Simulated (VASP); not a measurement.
**BeTe: single point with PBE**

The system is BeTe.

```xyz
2
Lattice="0.0000 2.7155 2.9110 2.7155 0.0000 2.9110 2.7155 2.7155 0.0000" Properties=species:S:1:pos:R:3 pbc="T T T"
Be    0.0000    0.0000    0.0000
Te    1.3577    1.3577    1.4555
```

This cell differs from its parent crystal: epitaxial xy strain -4.0%.

```yaml
Program: VASP 6.6.1
Task: single point
Functional: PBE
Potentials_or_basis: VASP PAW PBE potentials, release 64 (Be, Te)
Cutoff: 520 eV
k_mesh: 4 × 4 × 4
Occupations: gaussian, width 0.01 eV
Spin: no spin polarisation
```

```yaml
Pressure: 4.2 GPa
Band_gap_on_the_k_mesh: 1.56 eV, indirect (least direct gap 3.40 eV)
```

Stress tensor (GPa, compression positive):
```
5.85 0.00 0.00
0.00 5.85 0.00
0.00 0.00 0.91
```

Levels at points of the mesh, in eV from the valence-band top:
| k point | band 1 | band 2 | band 3 | band 4 | band 5 | band 6 | band 7 | band 8 | band 9 |
| --- | --- | --- | --- | --- | --- | --- | --- | --- | --- |
| (0.00, 0.00, 0.00) | -12.70 | -0.44 | 0.00 | 0.00 | 3.40 | 3.40 | 3.55 | 3.93 | 8.24 |
| (0.50, 0.00, 0.00) | -11.25 | -5.94 | -1.66 | -1.02 | 2.83 | 4.41 | 4.65 | 7.70 | 10.74 |
| (0.50, 0.50, 0.00) | -10.92 | -5.73 | -2.60 | -2.60 | 2.08 | 2.85 | 9.73 | 9.73 | 11.23 |
| (0.50, 0.00, 0.50) | -10.61 | -5.35 | -3.16 | -3.02 | 1.56 | 2.28 | 9.44 | 9.76 | 11.49 |

Wall time 5.3 s on 1 thread of Intel(R) Xeon(R) 6975P-C (Granite Rapids), with other jobs on the host, peak memory 0.16 GiB.

Caveat: the k points lie up to 0.49 Å⁻¹ apart; the cell differs from its parent crystal (epitaxial xy strain -4.0%); spin-orbit coupling is left out, which moves the levels of the heavy elements. A k mesh can miss the band edges.
